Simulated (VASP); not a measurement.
# BiTe (R-3m) in VASP: a series of runs, part 2 of 2

VASP 6.6.1. The steps go on from the part before.

## (4) Relaxation of cell and atoms, r2SCAN

Contents of POSCAR:

```
BiTe
1.0
    2.4227077728      1.3987509848      3.3172919545
   -2.4227077728      1.3987509848      3.3172919545
    0.0000000000     -2.7975019696      3.3172919545
Bi Te
1 1
Direct
    0.5000000000      0.5000000000      0.5000000000
    0.0000000000      0.0000000000      0.0000000000
```

Contents of INCAR.step1:

```
SYSTEM = BiTe
  PREC = Accurate
  ENCUT = 600
  ISMEAR = -1
  SIGMA = 0.05
  LREAL = .FALSE.
  LASPH = .TRUE.
  NELM = 60
  GGA = PE
  ALGO = Normal
  EDIFF = 1E-4
  LWAVE = .TRUE.
  LCHARG = .FALSE.
```

Contents of INCAR.step2:

```
SYSTEM = BiTe
  PREC = Accurate
  ENCUT = 600
  EDIFF = 1E-6
  ISMEAR = -1
  SIGMA = 0.05
  LREAL = .FALSE.
  LASPH = .TRUE.
  NELM = 60
  ALGO = Normal
  ISIF = 3
  LWAVE = .FALSE.
  LCHARG = .FALSE.
  METAGGA = R2SCAN
  LMIXTAU = .TRUE.
  IBRION = 2
  NSW = 60
  EDIFFG = -0.01
  ISTART = 1
```

Contents of KPOINTS:

```
Automatic mesh
0
G
  7 7 7
  0 0 0
```

Potentials or basis: VASP PAW PBE potentials, release 64 (Bi_d, Te).

The run is started by

```sh
cat potpaw_PBE.64/Bi_d/POTCAR potpaw_PBE.64/Te/POTCAR > POTCAR
cp INCAR.step1 INCAR
mpirun -np 1 vasp_std > vasp.out
cp INCAR.step2 INCAR
mpirun -np 1 vasp_std > vasp.out
```

OUTCAR:

```text
SYSTEM = BiTe
   PREC = Accurate
   ENCUT = 600
   EDIFF = 1E-6
   ISMEAR = -1
   LREAL = .FALSE.
   LASPH = .TRUE.
   NELM = 60
   ISIF = 3
   METAGGA = R2SCAN
   IBRION = 2
   NSW = 60
   EDIFFG = -0.01
   ISTART = 1

 ion  position               nearest neighbor table
   1  0.500  0.500  0.500-   2 3.25   2 3.25   2 3.25   2 3.25   2 3.25   2 3.25
   2  0.000  0.000  0.000-   1 3.25   1 3.25   1 3.25   1 3.25   1 3.25   1 3.25

  LATTYP: Found a trigonal (rhomboedric) cell.
 ALAT       =     4.3394058558
 COS(alpha) =     0.3765932224

  Lattice vectors:

 A1 = (   2.4227077728,   1.3987509848,   3.3172919545)
 A2 = (  -2.4227077728,   1.3987509848,   3.3172919545)
 A3 = (   0.0000000000,  -2.7975019696,   3.3172919545)

Analysis of symmetry for initial positions (statically):
=====================================================================
 Subroutine PRICEL returns:
 Original cell was already a primitive cell.

 Routine SETGRP: Setting up the symmetry group for a
 trigonal (rhombohedral) supercell.

 Subroutine GETGRP returns: Found 12 space group operations
 (whereof 12 operations were pure point group operations)
 out of a pool of 12 trial point group operations.

The static configuration has the point symmetry D_3d.

Analysis of symmetry for dynamics (positions and initial velocities):
=====================================================================
 Subroutine PRICEL returns:
 Original cell was already a primitive cell.

 Routine SETGRP: Setting up the symmetry group for a
 trigonal (rhombohedral) supercell.

 Subroutine GETGRP returns: Found 12 space group operations
 (whereof 12 operations were pure point group operations)
 out of a pool of 12 trial point group operations.

The dynamic configuration has the point symmetry D_3d.

 Subroutine INISYM returns: Found 12 space group operations
 (whereof 12 operations are pure point group operations),
[... 135 lines left out ...]

 number of electron      21.0000005 magnetization

 Free energy of the ion-electron system (eV)
  ---------------------------------------------------
  ext. energy  EPLUGINS =         0.00000000
  ---------------------------------------------------
  free energy    TOTEN  =       -84.02534496 eV

  energy without entropy =      -84.01277217  energy(sigma->0) =      -84.01905857

------------------------ aborting loop because EDIFF is reached ----------------------------------------

  FORCE on cell =-STRESS in cart. coord.  units (eV):
  Direction    XX          YY          ZZ          XY          YZ          ZX
  --------------------------------------------------------------------------------------
  -------------------------------------------------------------------------------------
  Total       -0.2758739     -0.2758739     -0.2122616      0.0000000      0.0000000      0.0000000
  in kB       -6.5530702     -6.5530702     -5.0420331      0.0000000      0.0000000      0.0000000
  external PRESSURE =      -6.0493911 kB  Pullay stress =       0.0000000 kB
[... 59 lines left out ...]
--------------------------------------- Ionic step        3  -------------------------------------------

 number of electron      21.0000004 magnetization

 Free energy of the ion-electron system (eV)
  ---------------------------------------------------
  ext. energy  EPLUGINS =         0.00000000
  ---------------------------------------------------
  free energy    TOTEN  =       -84.02688721 eV

  energy without entropy =      -84.01420698  energy(sigma->0) =      -84.02054710

 E-fermi :   6.7801     XC(G=0): -10.0927

 val. band max:        6.7015591681   @ k =  -0.4286   0.1429   0.1429
 cond. band min:       6.7932118351   @ k =  -0.4286   0.2857   0.2857
 fundamental gap:      0.0916526670
 Fermi energy:         6.7800895334

 k-point     1 :       0.0000    0.0000    0.0000
  band No.  band energies     occupation
      1     -17.2454      2.00000
      2     -17.2454      2.00000
      3     -17.2229      2.00000
      4     -17.2229      2.00000
      5     -17.2014      2.00000
      6      -7.4300      2.00000
      7      -1.6637      2.00000
      8       3.5506      2.00000
      9       3.5506      2.00000
     10       4.9090      2.00000
     11       8.6869      0.00000
     12       9.4376      0.00000
     13       9.4376      0.00000
     14      11.1547      0.00000
[... 377 lines left out ...]
      1     -17.2511      2.00000
      2     -17.2456      2.00000
      3     -17.2219      2.00000
      4     -17.2102      2.00000
      5     -17.2002      2.00000
      6      -6.1190      2.00000
      7      -3.4785      2.00000
      8       2.6256      2.00000
      9       3.2186      2.00000
     10       4.0649      2.00000
     11       7.0176      0.01714
     12       7.4792      0.00000
     13       9.8351      0.00000
     14      10.8181      0.00000

 [... further k-points ...]

------------------------ aborting loop because EDIFF is reached ----------------------------------------

  FORCE on cell =-STRESS in cart. coord.  units (eV):
  Direction    XX          YY          ZZ          XY          YZ          ZX
  --------------------------------------------------------------------------------------
  -------------------------------------------------------------------------------------
  Total        0.0053948      0.0053948     -0.0081027      0.0000000     -0.0000000      0.0000000
  in kB        0.1296746      0.1296746     -0.1947628      0.0000000     -0.0000000      0.0000000
  external PRESSURE =       0.0215288 kB  Pullay stress =       0.0000000 kB
[... 17 lines left out ...]
  FREE ENERGIE OF THE ION-ELECTRON SYSTEM (eV)
  ---------------------------------------------------
  free  energy   TOTEN  =       -84.0268872114 eV

  energy  without entropy=      -84.0142069800  energy(sigma->0) =      -84.02054710

 reached required accuracy - stopping structural energy minimisation
```

OUTCAR.step1:

```text
SYSTEM = BiTe
   PREC = Accurate
   ENCUT = 600
   ISMEAR = -1
   LREAL = .FALSE.
   LASPH = .TRUE.
[... 629 lines left out ...]
      0.00000      0.00000      4.97594        -0.000000     -0.000000     -0.000000
      0.00000      0.00000      0.00000         0.000000      0.000000      0.000000
 -----------------------------------------------------------------------------------
    total drift:                               -0.000000     -0.000000      0.000000

  FREE ENERGIE OF THE ION-ELECTRON SYSTEM (eV)
  ---------------------------------------------------
  free  energy   TOTEN  =        -7.1746687862 eV

  energy  without entropy=       -7.1626070839  energy(sigma->0) =       -7.16863794
```

Run time: 12 min. Hardware: 1 thread of Intel Xeon 8259CL, shared host; peak memory 0.27 GiB.

What came out:

```yaml
Free_energy: -84.0269 eV
Relaxed_volume: 33.33 Å³/atom
Relaxed_cell: a = 4.323 Å, b = 4.323 Å, c = 4.323 Å, α = 67.83°, β = 67.83°, γ = 67.83°
Space_group_after_relaxing_to_0.1_Å: R-3m (No. 166)
Energy_gained_by_relaxing: 0.8 meV/atom
Ionic_steps: 3
Pressure_after_relaxing: 0.0 GPa
Band_gap_on_the_k_mesh: zero (an odd number of electrons rules out a gap without spin polarisation)
```

The path:
| step | energy change (eV) | largest force (eV/Å) | pressure (GPa) | volume (Å³) |
| --- | --- | --- | --- | --- |
| 1 | 0.0000 | 0.0000 | -0.60 | 67.45 |
| 2 | -0.0010 | 0.0000 | 0.36 | 66.21 |
| 3 | -0.0015 | 0.0000 | 0.00 | 66.66 |

Final structure:
```
CELL_PARAMETERS angstrom
2.41237 1.39278 3.30640
-2.41237 1.39278 3.30640
0.00000 -2.78557 3.30640
ATOMIC_POSITIONS crystal
Bi 0.50000 0.50000 0.50000
Te 0.00000 0.00000 0.00000
```

Caveat: the PAW data sets were made with another functional, which shifts forces and pressure a little; spin-orbit coupling is left out, which moves the levels of the heavy elements.

## (5) Single point, HSE06

This run uses another cell than the first one, of 35.75 Å³/atom.

Contents of POSCAR:

```
BiTe
1.0
    2.4702239101      1.4261844395      3.3823534125
   -2.4702239101      1.4261844395      3.3823534125
    0.0000000000     -2.8523688790      3.3823534125
Bi Te
1 1
Direct
    0.5000000000      0.5000000000      0.5000000000
    0.0000000000      0.0000000000      0.0000000000
```

Contents of INCAR.step1:

```
PREC = Accurate
ENCUT = 520
EDIFF = 1E-5
ISMEAR = -1
SIGMA = 0.05
LREAL = F
LASPH = T
NELM = 80
ALGO = Normal
ISIF = 2
LWAVE = T
LCHARG = F
NBANDS = 18
GGA = PE
```

Contents of INCAR.step2:

```
PREC = Accurate
ENCUT = 520
EDIFF = 1E-6
ISMEAR = -1
SIGMA = 0.05
LREAL = F
LASPH = T
NELM = 80
ALGO = Normal
ISIF = 2
LWAVE = F
LCHARG = F
GGA = PE
LHFCALC = T
HFSCREEN = 0.2079
PRECFOCK = Normal
NBANDS = 18
ISTART = 1
```

Contents of KPOINTS:

```
regular mesh
0
Gamma
  4 4 4
```

The run is started by

```sh
cat potpaw_PBE.64/Bi_d/POTCAR potpaw_PBE.64/Te/POTCAR > POTCAR
cp INCAR.step1 INCAR
mpirun -np 1 vasp_std > vasp.out
cp INCAR.step2 INCAR
mpirun -np 1 vasp_std > vasp.out
```

Wall time 13 min (1 thread of Intel Xeon Platinum 8488C (Sapphire Rapids), shared host); peak memory 0.33 GiB.

It converged, with:

| Item | Value |
| --- | --- |
| Free energy | -8.5883 eV |
| Pressure | -4.4 GPa |
| Band gap on the k mesh | zero (an odd number of electrons rules out a gap without spin polarisation) |

Stress tensor (GPa, compression positive):
```
-4.81  0.00  0.00
 0.00 -4.81  0.00
 0.00  0.00 -3.51
```

Levels at points of the mesh, in eV from the Fermi level:
| k point | band 6 | band 7 | band 8 | band 9 | band 10 | band 11 | band 12 | band 13 | band 14 | band 15 |
| --- | --- | --- | --- | --- | --- | --- | --- | --- | --- | --- |
| (0.00, 0.00, 0.00) | -14.65 | -9.31 | -3.30 | -3.30 | -1.98 | 1.94 | 2.67 | 2.67 | 4.43 | 4.43 |
| (0.50, 0.00, 0.00) | -12.72 | -12.39 | -2.19 | -2.17 | -1.38 | -1.06 | -0.64 | 0.29 | 7.10 | 7.22 |
| (0.50, 0.50, 0.00) | -12.82 | -11.03 | -6.09 | -4.93 | -3.72 | 2.76 | 3.15 | 3.73 | 4.67 | 8.50 |
| (0.50, 0.50, 0.50) | -12.39 | -11.97 | -2.68 | -2.68 | -2.59 | -1.72 | -1.34 | -1.34 | 8.29 | 8.84 |

Caveat: the k points lie up to 0.40 Å⁻¹ apart, too coarse for converged energies and pressures of a metal; the PAW data sets were made with another functional, which shifts forces and pressure a little; spin-orbit coupling is left out, which moves the levels of the heavy elements.

## (6) Single point, HSE06

This run uses another cell than the first one, of 34.40 Å³/atom.

Contents of POSCAR:

```
BiTe
1.0
    2.4387526627      1.4080145063      3.3392614156
   -2.4387526627      1.4080145063      3.3392614156
    0.0000000000     -2.8160290126      3.3392614156
Bi Te
1 1
Direct
    0.5000000000      0.5000000000      0.5000000000
    0.0000000000      0.0000000000      0.0000000000
```

Changes to INCAR.step1 since step 5:

```diff
@@ -11,3 +11,2 @@
 LWAVE = T
-LCHARG = F
 NBANDS = 18
```

Changes to INCAR.step2 since step 5:

```diff
@@ -11,3 +11,3 @@
 LWAVE = F
-LCHARG = F
+LCHARG = T
 GGA = PE
@@ -16,2 +16,4 @@
 PRECFOCK = Normal
+LELF = T
+LVHAR = T
 NBANDS = 18
```

Contents of KPOINTS:

```
Automatic mesh
0
Gamma
  4 4 4
```

Potentials or basis: VASP PAW PBE potentials, release 64 (Bi_d, Te).

The run is started by

```sh
cat potpaw_PBE.64/Bi_d/POTCAR potpaw_PBE.64/Te/POTCAR > POTCAR
cp INCAR.step1 INCAR
mpirun -np 1 vasp_std > vasp.out
cp INCAR.step2 INCAR
mpirun -np 1 vasp_std > vasp.out
```

OUTCAR:

```text
PREC = Accurate
   ENCUT = 520
   EDIFF = 1E-6
   ISMEAR = -1
   LREAL = F
   LASPH = T
   NELM = 80
   ISIF = 2
   GGA = PE
   LHFCALC = T
   HFSCREEN = 0.2079
   PRECFOCK = Normal
   ISTART = 1

 ion  position               nearest neighbor table
   1  0.500  0.500  0.500-   2 3.27   2 3.27   2 3.27   2 3.27   2 3.27   2 3.27
   2  0.000  0.000  0.000-   1 3.27   1 3.27   1 3.27   1 3.27   1 3.27   1 3.27

  LATTYP: Found a trigonal (rhomboedric) cell.
 ALAT       =     4.3681444804
 COS(alpha) =     0.3765932224

  Lattice vectors:

 A1 = (   2.4387526627,   1.4080145063,   3.3392614156)
 A2 = (  -2.4387526627,   1.4080145063,   3.3392614156)
 A3 = (   0.0000000000,  -2.8160290126,   3.3392614156)

Analysis of symmetry for initial positions (statically):
=====================================================================
 Subroutine PRICEL returns:
 Original cell was already a primitive cell.
[... 159 lines left out ...]
  ext. energy  EPLUGINS =         0.00000000
  ---------------------------------------------------
  free energy    TOTEN  =        -8.64788234 eV

  energy without entropy =       -8.63833186  energy(sigma->0) =       -8.64310710

 E-fermi :   6.4378     XC(G=0):  -7.8397

 val. band max:        6.1322182612   @ k =   0.2500   0.2500   0.2500
 cond. band min:       6.4584773886   @ k =  -0.2500   0.2500   0.0000
 fundamental gap:      0.3262591275
 Fermi energy:         6.4378461607

 k-point     1 :       0.0000    0.0000    0.0000
  band No.  band energies     occupation
      1     -19.1109      2.00000
      2     -19.1109      2.00000
      3     -19.1050      2.00000
      4     -19.1050      2.00000
      5     -19.0897      2.00000
      6      -8.4921      2.00000
[... 250 lines left out ...]
      5     -19.0890      2.00000
      6      -6.0989      2.00000
[... 10 lines left out ...]
     17      16.0378      0.00000
     18      16.9959      0.00000

------------------------ aborting loop because EDIFF is reached ----------------------------------------

  FORCE on cell =-STRESS in cart. coord.  units (eV):
  Direction    XX          YY          ZZ          XY          YZ          ZX
  --------------------------------------------------------------------------------------
  -------------------------------------------------------------------------------------
  Total       -1.3449122     -1.3449122     -0.9691670      0.0000000      0.0000000      0.0000000
  in kB      -31.3204473    -31.3204473    -22.5700562      0.0000000      0.0000000      0.0000000
  external PRESSURE =     -28.4036502 kB  Pullay stress =       0.0000000 kB

 VOLUME and BASIS-vectors are now :
 -----------------------------------------------------------------------------
  energy-cutoff  :      520.00
  volume of cell :       68.80
      direct lattice vectors                 reciprocal lattice vectors
     2.438752663  1.408014506  3.339261416     0.205022841  0.118369993  0.099822473
    -2.438752663  1.408014506  3.339261416    -0.205022841  0.118369993  0.099822473
     0.000000000 -2.816029013  3.339261416     0.000000000 -0.236739985  0.099822473

 POSITION                                       TOTAL-FORCE (eV/Angst)
 -----------------------------------------------------------------------------------
      0.00000      0.00000      5.00889         0.000000      0.000000     -0.000000
      0.00000      0.00000      0.00000        -0.000000     -0.000000      0.000000
 -----------------------------------------------------------------------------------
    total drift:                                0.000000     -0.000001     -0.000001

  FREE ENERGIE OF THE ION-ELECTRON SYSTEM (eV)
  ---------------------------------------------------
  free  energy   TOTEN  =        -8.6478823444 eV

  energy  without entropy=       -8.6383318621  energy(sigma->0) =       -8.64310710
```

OUTCAR.step1:

```text
PREC = Accurate
   ENCUT = 520
   EDIFF = 1E-5
   ISMEAR = -1
   LREAL = F
[... 481 lines left out ...]
      0.00000      0.00000      5.00889        -0.000000     -0.000000      0.000000
      0.00000      0.00000      0.00000         0.000000      0.000000     -0.000000
 -----------------------------------------------------------------------------------
    total drift:                               -0.000000      0.000000     -0.000000

  FREE ENERGIE OF THE ION-ELECTRON SYSTEM (eV)
  ---------------------------------------------------
  free  energy   TOTEN  =        -7.2163537699 eV

  energy  without entropy=       -7.2056452188  energy(sigma->0) =       -7.21099949
```

OSZICAR.step1:

```text
N       E                     dE             d eps       ncg     rms          rms(c)
DAV:   1     0.156807705915E+03    0.15681E+03   -0.97488E+03   468   0.112E+03
DAV:   2     0.438728256845E+01   -0.15242E+03   -0.14908E+03   528   0.300E+02
DAV:   3    -0.692942224373E+01   -0.11317E+02   -0.11189E+02   554   0.862E+01
DAV:   4    -0.724708040298E+01   -0.31766E+00   -0.31747E+00   588   0.154E+01
DAV:   5    -0.725900688719E+01   -0.11926E-01   -0.11926E-01   636   0.277E+00    0.565E+00
DAV:   6    -0.721192187452E+01    0.47085E-01   -0.16717E-01   670   0.228E+00    0.333E+00
DAV:   7    -0.721591700223E+01   -0.39951E-02   -0.32678E-02   534   0.873E-01    0.806E-01
DAV:   8    -0.721622862401E+01   -0.31162E-03   -0.43077E-03   558   0.449E-01    0.120E-01
DAV:   9    -0.721635110710E+01   -0.12248E-03   -0.48184E-04   544   0.132E-01    0.428E-02
DAV:  10    -0.721635376988E+01   -0.26628E-05   -0.27447E-05   530   0.308E-02
   1 F= -.72163538E+01 E0= -.72109995E+01  d E =-.107086E-01
```

Run time: 45 min. Hardware: 1 thread of Oxide Virtual Turin-like, shared host; peak memory 0.27 GiB.

Results:

```
Free energy            : -8.6479 eV
Pressure               : -2.8 GPa
Band gap on the k mesh : zero (an odd number of electrons rules out a gap without spin polarisation)
```

Stress tensor (GPa, compression positive):
```
-3.13  0.00  0.00
 0.00 -3.13  0.00
 0.00  0.00 -2.26
```

Levels at points of the mesh, in eV from the Fermi level:
```csv
k point,band 6,band 7,band 8,band 9,band 10,band 11,band 12,band 13,band 14,band 15
"(0.00, 0.00, 0.00)",-14.93,-9.18,-3.44,-3.44,-2.06,2.03,2.77,2.77,4.35,4.35
"(0.50, 0.00, 0.00)",-12.91,-12.53,-2.28,-2.24,-1.37,-1.10,-0.71,0.30,7.12,7.27
"(0.50, 0.50, 0.00)",-12.97,-11.05,-6.37,-5.15,-3.89,2.62,3.30,3.90,4.93,8.60
"(0.50, 0.50, 0.50)",-12.54,-12.07,-2.80,-2.80,-2.65,-1.80,-1.44,-1.44,8.42,8.98
```

Caveat: the k points lie up to 0.40 Å⁻¹ apart, too coarse for converged energies and pressures of a metal; the PAW data sets were made with another functional, which shifts forces and pressure a little; spin-orbit coupling is left out, which moves the levels of the heavy elements.

## (7) The runs side by side

```tsv
task	level	cell	k mesh	cutoff (eV)	grid for exact exchange (PRECFOCK)	share of exact exchange	screening parameter	gap on the mesh (eV)	pressure (GPa)	relaxed volume (Å³/atom)
relaxation of cell and atoms	PBEsol+D3(BJ)	relaxed from a = 4.339 Å, angles 67.9°, 2 atoms	7 × 7 × 7	600	-	-	-	none	0.0	30.14
relaxation of cell and atoms	PBEsol+D4	relaxed from a = 4.339 Å, angles 67.9°, 2 atoms	7 × 7 × 7	600	-	-	-	none	0.0	30.88
relaxation of cell and atoms	r2SCAN	relaxed from a = 4.339 Å, angles 67.9°, 2 atoms	7 × 7 × 7	600	-	-	-	none	0.0	33.33
single point	HSE06	a = 4.425 Å, angles 67.9°, 2 atoms	4 × 4 × 4	520	Normal	0.25	0.2079 1/Å	none	-4.4	-
single point	HSE06	a = 4.368 Å, angles 67.9°, 2 atoms	4 × 4 × 4	520	Normal	0.25	0.2079 1/Å	none	-2.8	-
```

Alike in all rows: potentials or basis VASP PAW PBE potentials, release 64 (Bi_d, Te); no spin polarisation; smearing fermi-dirac 0.05 eV.

Caveats: some runs use coarse meshes; the PAW data sets were made with another functional, which shifts forces and pressure a little; spin-orbit coupling is left out, which moves the levels of the heavy elements.

Absolute energies hang on the potentials; compare differences alone.
